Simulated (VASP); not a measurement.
# SiO2 (P4_2/mnm) in VASP: elastic constants with PBE

Aim: the elastic constants of SiO2 with PBE.

All numbers are computed with VASP 6.6.1; they aren't measurements. Logs are shortened: lines on timing, memory, paths and dates and some standing lists are left out, and cuts for length are marked.

## 1. The cell of the first run

Symmetry: P4_2/mnm, No. 136, tetragonal system. The conventional cell has a = 4.236 Å, b = 4.236 Å, c = 2.690 Å, α = 90.00°, β = 90.00°, γ = 90.00°. Within 2.4 Å of Si (site symmetry mmm) lie 6 O at 1.77 to 1.84 Å. O (site symmetry m2m) has 3 Si at 1.77 to 1.84 Å and 1 O at 2.31 Å within 2.4 Å.

## 2. Elastic constants, PBE

INCAR reads:

```
SYSTEM = SiO2
ALGO = Normal
EDIFF = 1E-8
ENCUT = 600
GGA = PE
IBRION = 6
ISIF = 3
ISMEAR = 0
LASPH = .True.
LCHARG = .True.
LREAL = .False.
LWAVE = .False.
NBANDS = 25
NELM = 80
NFREE = 2
NSW = 1
POTIM = 0.015
PREC = Accurate
SIGMA = 0.01
```

KPOINTS reads:

```
k-points
0
Gamma
  6 6 8
  0 0 0
```

POSCAR reads:

```
SiO2
1.0
    4.2361267054      0.0000000000      0.0000000000
    0.0000000000      4.2361267054      0.0000000000
    0.0000000000      0.0000000000      2.6904580793
Si O
2 4
Direct
    0.5000000000      0.5000000000      0.5000000000
    0.0000000000      0.0000000000      0.0000000000
    0.1930160627      0.8069839373      0.5000000000
    0.3069839373      0.3069839373      0.0000000000
    0.8069839373      0.1930160627      0.5000000000
    0.6930160627      0.6930160627      0.0000000000
```

Potentials or basis: VASP PAW PBE potentials, release 64 (Si, O).

The run is started by

```bash
> cat potpaw_PBE.64/Si/POTCAR potpaw_PBE.64/O/POTCAR > POTCAR
> mpirun -np 1 vasp_std > vasp.out
```

OUTCAR:

```text
SYSTEM = SiO2
   EDIFF = 1E-8
   ENCUT = 600
   GGA = PE
   IBRION = 6
   ISIF = 3
   ISMEAR = 0
   LASPH = .True.
   LREAL = .False.
   NELM = 80
   NFREE = 2
   NSW = 1
   POTIM = 0.015
   PREC = Accurate

 ion  position               nearest neighbor table
   1  0.500  0.500  0.500-   4 1.77   6 1.77   4 1.77   6 1.77   5 1.84   3 1.84
   2  0.000  0.000  0.000-   3 1.77   5 1.77   3 1.77   5 1.77   4 1.84   6 1.84
   3  0.193  0.807  0.500-   2 1.77   2 1.77   1 1.84
   4  0.307  0.307  0.000-   1 1.77   1 1.77   2 1.84
   5  0.807  0.193  0.500-   2 1.77   2 1.77   1 1.84
   6  0.693  0.693  0.000-   1 1.77   1 1.77   2 1.84

  LATTYP: Found a simple tetragonal cell.
 ALAT       =     4.2361267054
 C/A-ratio  =     0.6351221921

  Lattice vectors:

 A1 = (   4.2361267054,   0.0000000000,   0.0000000000)
 A2 = (   0.0000000000,   4.2361267054,   0.0000000000)
 A3 = (   0.0000000000,   0.0000000000,   2.6904580793)

Analysis of symmetry for initial positions (statically):
=====================================================================
 Subroutine PRICEL returns:
 Original cell was already a primitive cell.

 Routine SETGRP: Setting up the symmetry group for a
 simple tetragonal supercell.

 Subroutine GETGRP returns: Found 16 space group operations
 (whereof  8 operations were pure point group operations)
 out of a pool of 16 trial point group operations.

The static configuration has the point symmetry D_2h.
 The point group associated with its full space group is D_4h.

Analysis of symmetry for dynamics (positions and initial velocities):
=====================================================================
 Subroutine PRICEL returns:
 Original cell was already a primitive cell.

 Routine SETGRP: Setting up the symmetry group for a
 simple tetragonal supercell.

 Subroutine GETGRP returns: Found 16 space group operations
 (whereof  8 operations were pure point group operations)
 out of a pool of 16 trial point group operations.

The dynamic configuration has the point symmetry D_2h.
 The point group associated with its full space group is D_4h.

 Subroutine INISYM returns: Found 16 space group operations
 (whereof  8 operations are pure point group operations),
 and found     1 'primitive' translations

----------------------------------------------------------------------------------------

                                     Primitive cell

  volume of cell :      48.2796

  direct lattice vectors                    reciprocal lattice vectors
     4.236126705  0.000000000  0.000000000     0.236064705  0.000000000  0.000000000
     0.000000000  4.236126705  0.000000000     0.000000000  0.236064705  0.000000000
     0.000000000  0.000000000  2.690458079     0.000000000  0.000000000  0.371683918

  length of vectors
     4.236126705  4.236126705  2.690458079     0.236064705  0.236064705  0.371683918

  position of ions in fractional coordinates (direct lattice)
     0.500000000  0.500000000  0.500000000
     0.000000000  0.000000000  0.000000000
     0.193016063  0.806983937  0.500000000
     0.306983937  0.306983937  0.000000000
     0.806983937  0.193016063  0.500000000
     0.693016063  0.693016063  0.000000000

  ion indices of the primitive-cell ions
   primitive index   ion index
                 1           1
                 2           2
                 3           3
                 4           4
                 5           5
                 6           6

----------------------------------------------------------------------------------------

 KPOINTS: k-points

Automatic generation of k-mesh.
 Grid dimensions read from file:
 generate k-points for:    6    6    8

 Generating k-lattice:

  Cartesian coordinates                     Fractional coordinates (reciprocal lattice)
     0.039344117  0.000000000  0.000000000     0.166666667  0.000000000  0.000000000
     0.000000000  0.039344117  0.000000000     0.000000000  0.166666667  0.000000000
     0.000000000  0.000000000  0.046460490     0.000000000  0.000000000  0.125000000

  Length of vectors
     0.039344117  0.039344117  0.046460490

[... 72 lines left out ...]
     AMIX     =   0.40;   BMIX     =  1.00
     AMIX_MAG =   1.60;   BMIX_MAG =  1.00
  volume/ion in A,a.u.               =       8.05        54.30
  Fermi-wavevector in a.u.,A,eV,Ry     =   1.427371  2.697340 27.720336  2.037387
  Thomas-Fermi vector in A             =   2.547547
   LORBIT       =      0    0 simple, 1 ext, 2 COOP (PROOUT), +10 PAW based schemes
   GGA     = PE    functional components
   LHFCALC =     F    Hartree Fock is set to
   AEXX    =    0.0000 exact exchange contribution
   IVDW    =     0    specifies the selected vdW correction
   LEPSILON=     F    determine dielectric tensor
   LRPA    =     F    only Hartree local field effects (RPA)
 finite differences with symmetry
 non-spin polarized calculation
 Gauss-broadening in eV      SIGMA  =   0.01
  energy-cutoff  :      600.00
  volume of cell :       48.28
 maximum number of plane-waves:      1634
 NGX is ok and might be reduce to    36
   NGX = 17   NGY = 17   NGZ = 11

--------------------------------------- Ionic step        1  -------------------------------------------

 number of electron      32.0000007 magnetization

 Free energy of the ion-electron system (eV)
  ---------------------------------------------------
  ext. energy  EPLUGINS =         0.00000000
  ---------------------------------------------------
  free energy    TOTEN  =       -46.33098474 eV

  energy without entropy =      -46.33098474  energy(sigma->0) =      -46.33098474

------------------------ aborting loop because EDIFF is reached ----------------------------------------

  FORCE on cell =-STRESS in cart. coord.  units (eV):
  Direction    XX          YY          ZZ          XY          YZ          ZX
  --------------------------------------------------------------------------------------
  -------------------------------------------------------------------------------------
  Total       -0.1389349     -0.1389349      0.0406399      0.0000000      0.0000000      0.0000000
  in kB       -4.6106024     -4.6106024      1.3486511      0.0000000      0.0000000      0.0000000
  external PRESSURE =      -2.6241845 kB  Pullay stress =       0.0000000 kB
[... 101 lines left out ...]
  FREE ENERGIE OF THE ION-ELECTRON SYSTEM (eV)
  ---------------------------------------------------
  free  energy   TOTEN  =       -46.3163609983 eV

  energy  without entropy=      -46.3163609983  energy(sigma->0) =      -46.31636100

[... ionic steps 4 to 18 ...]

--------------------------------------- Ionic step       19  -------------------------------------------

 number of electron      32.0000004 magnetization

------------------------ aborting loop because EDIFF is reached ----------------------------------------
[... 75 lines left out ...]
--------------------------------------- Ionic step       21  -------------------------------------------

 number of electron      32.0000009 magnetization

 Free energy of the ion-electron system (eV)
  ---------------------------------------------------
  ext. energy  EPLUGINS =         0.00000000
  ---------------------------------------------------
  free energy    TOTEN  =       -46.32887990 eV

  energy without entropy =      -46.32887990  energy(sigma->0) =      -46.32887990

 E-fermi :   7.8794     XC(G=0): -12.0794

 val. band max:        7.7285509633   @ k =   0.0000   0.0000   0.0000
 cond. band min:      12.7537878747   @ k =   0.0000   0.0000   0.0000
 fundamental gap:      5.0252369114
 Fermi energy:         7.8794232853

 k-point     1 :       0.0000    0.0000    0.0000
  band No.  band energies     occupation
      1     -14.4813      2.00000
      2     -11.0220      2.00000
      3     -11.0218      2.00000
      4     -10.8645      2.00000
      5      -2.8769      2.00000
      6       1.4954      2.00000
[... 661 lines left out ...]
     24      20.5016      0.00000
     25      21.2783      0.00000

 [... further k-points ...]
[... 5 lines left out ...]
  --------------------------------------------------------------------------------------
  -------------------------------------------------------------------------------------
  Total       -0.1331298     -0.1331298      0.0442904     -0.0037261     -0.0355545      0.0355545
  in kB       -4.4179591     -4.4179591      1.4697929     -0.1236528     -1.1798885      1.1798885
  external PRESSURE =      -2.4553751 kB  Pullay stress =       0.0000000 kB
[... 21 lines left out ...]
  FREE ENERGIE OF THE ION-ELECTRON SYSTEM (eV)
  ---------------------------------------------------
  free  energy   TOTEN  =       -46.3288798982 eV

  energy  without entropy=      -46.3288798982  energy(sigma->0) =      -46.32887990

 INTERNAL STRAIN TENSORS FROM STRAINED CELLS
 ============================================

 INTERNAL STRAIN TENSOR FOR ION    1 for displacements in x,y,z  (eV/Angst):
          X           Y           Z          XY          YZ          ZX
  --------------------------------------------------------------------------------
  x     0.00000    -0.00000     0.00000     0.00000    -0.00000     0.00000
  y     0.00000    -0.00000     0.00000    -0.00000    -0.00000     0.00000
  z     0.00000     0.00000     0.00000     0.00000    -0.00000     0.00000

 INTERNAL STRAIN TENSORS FROM DISPLACED ATOMS
 ============================================

 INTERNAL STRAIN TENSOR FOR ION    1 for displacements in x,y,z  (eV/Angst):
          X           Y           Z          XY          YZ          ZX
  --------------------------------------------------------------------------------
  x     0.00000     0.00000     0.00000     0.00000     0.00000     0.00000
  y     0.00000     0.00000     0.00000     0.00000     0.00000     0.00000
  z     0.00000     0.00000     0.00000     0.00000     0.00000     0.00000

 INTERNAL STRAIN TENSOR FOR ION    6 for displacements in x,y,z  (eV/Angst):
          X           Y           Z          XY          YZ          ZX
  --------------------------------------------------------------------------------
  x    -9.73235    -5.07947    -0.04141    -2.58363     0.00000     0.00000
  y    -5.07947    -9.73235    -0.04141    -2.58363     0.00000     0.00000
  z     0.00000     0.00000     0.00000     0.00000    -2.36958    -2.36958

 Eigenvectors and eigenvalues of the dynamical matrix
 ----------------------------------------------------

   1 f  =   27.119381 THz   170.396094 2PiTHz  904.605167 cm-1   112.156696 meV
             X         Y         Z           dx          dy          dz
      2.118063  2.118063  1.345229     0.000000    0.000000   -0.000000
      0.000000  0.000000  0.000000     0.000000   -0.000000    0.000000
      0.817640  3.418486  1.345229    -0.353553    0.353553   -0.000000
      1.300423  1.300423  0.000000    -0.353553   -0.353553    0.000000
      3.418486  0.817640  1.345229     0.353553   -0.353553   -0.000000
      2.935704  2.935704  0.000000     0.353553    0.353553    0.000000
[... 145 lines left out ...]
  18 f/i=    0.003486 THz     0.021904 2PiTHz    0.116285 cm-1     0.014417 meV
             X         Y         Z           dx          dy          dz
      2.118063  2.118063  1.345229    -0.000000    0.000000    0.483341
      0.000000  0.000000  0.000000    -0.000000    0.000000    0.483341
      0.817640  3.418486  1.345229    -0.000000    0.000000    0.364953
      1.300423  1.300423  0.000000    -0.000000    0.000000    0.364953
      3.418486  0.817640  1.345229    -0.000000    0.000000    0.364953
      2.935704  2.935704  0.000000    -0.000000    0.000000    0.364953

--------------------------------------------------------------------------------------------------------

 ELASTIC MODULI CONTR FROM IONIC RELAXATION (kBar)
 Direction    XX          YY          ZZ          XY          YZ          ZX
 --------------------------------------------------------------------------------
 XX        -966.4299     11.9578     -2.6683      0.0000      0.0000     -0.0000
 YY          11.9578   -966.4299     -2.6683     -0.0000     -0.0000      0.0000
 ZZ          -2.6683     -2.6683     -0.0149      0.0000      0.0000     -0.0000
 XY           0.0000      0.0000      0.0000    -36.8059      0.0000      0.0000
 YZ           0.0000     -0.0000      0.0000      0.0000    -40.3023      0.0000
 ZX          -0.0000      0.0000     -0.0000      0.0000      0.0000    -40.3023
 --------------------------------------------------------------------------------

 TOTAL ELASTIC MODULI (kBar)
 Direction    XX          YY          ZZ          XY          YZ          ZX
 --------------------------------------------------------------------------------
 XX        3863.5119   1604.7627   1742.9566      0.0000      0.0000     -0.0000
 YY        1604.7627   3863.5119   1742.9566     -0.0000     -0.0000      0.0000
 ZZ        1742.9566   1742.9566   6925.4960      0.0000      0.0000     -0.0000
 XY           0.0000      0.0000      0.0000   2844.6621      0.0000      0.0000
 YZ           0.0000     -0.0000      0.0000      0.0000   2283.3397      0.0000
 ZX          -0.0000      0.0000     -0.0000      0.0000      0.0000   2283.3398
 --------------------------------------------------------------------------------
```

Wall time 38 min (1 thread of Oxide Virtual Turin-like, shared host); peak memory 0.38 GiB.

What came out:

```yaml
Voigt_bulk_modulus: 276 GPa
Highest_phonon_frequency_at_Γ_LO-TO_splitting_left_out: 905 cm⁻¹
```

Phonon frequencies in cm⁻¹ (negative: imaginary):
| q point | frequencies |
| --- | --- |
| (0.000, 0.000, 0.000) | 0 0 0 223 372 429 429 534 534 561 561 574 633 720 727 798 798 905 |

Elastic tensor in Voigt notation (GPa, in the Cartesian axes of the cell as first typed):
```
386 160 174   0   0   0
160 386 174   0   0   0
174 174 693   0   0   0
  0   0   0 228   0   0
  0   0   0   0 228   0
  0   0   0   0   0 284
```

Clamped-ion elastic tensor (GPa):
```
483 159 175   0   0   0
159 483 175   0   0   0
175 175 693   0   0   0
  0   0   0 232   0   0
  0   0   0   0 232   0
  0   0   0   0   0 288
```
